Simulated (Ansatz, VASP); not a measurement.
One calculation of Ge, two programs

```
CELL_PARAMETERS angstrom
4.00350 0.00000 0.00000
-2.00175 3.46713 0.00000
0.00000 0.00000 6.58488
ATOMIC_POSITIONS crystal
Ge 0.66667 0.33333 0.06273
Ge 0.33333 0.66667 0.56273
Ge 0.66667 0.33333 0.43727
Ge 0.33333 0.66667 0.93727
```

Alike in both runs: functional PBEsol; k mesh 6 × 6 × 3; occupations fermi-dirac, width 0.1 eV; no spin polarisation.

Ansatz relaxed the structure, and its values are those at the end. VASP's run is a single point on that final structure, the one shown.

|  | VASP | Ansatz |
| --- | --- | --- |
| version | VASP 6.6.1 | Ansatz 0.2.0 |
| potentials or method | VASP PAW PBE potentials, release 64 (Ge_d), cutoff 520 eV | plane waves, PAW |
| valence electrons in the cell | 56 | 56 |

Ansatz gave:

| Quantity | Value |
| --- | --- |
| pressure (GPa) | 0.0 |

Task: What did VASP give for the same quantities?

Result: Pressure (GPa): -0.1.

VASP's potentials were made for PBE, not for PBEsol.
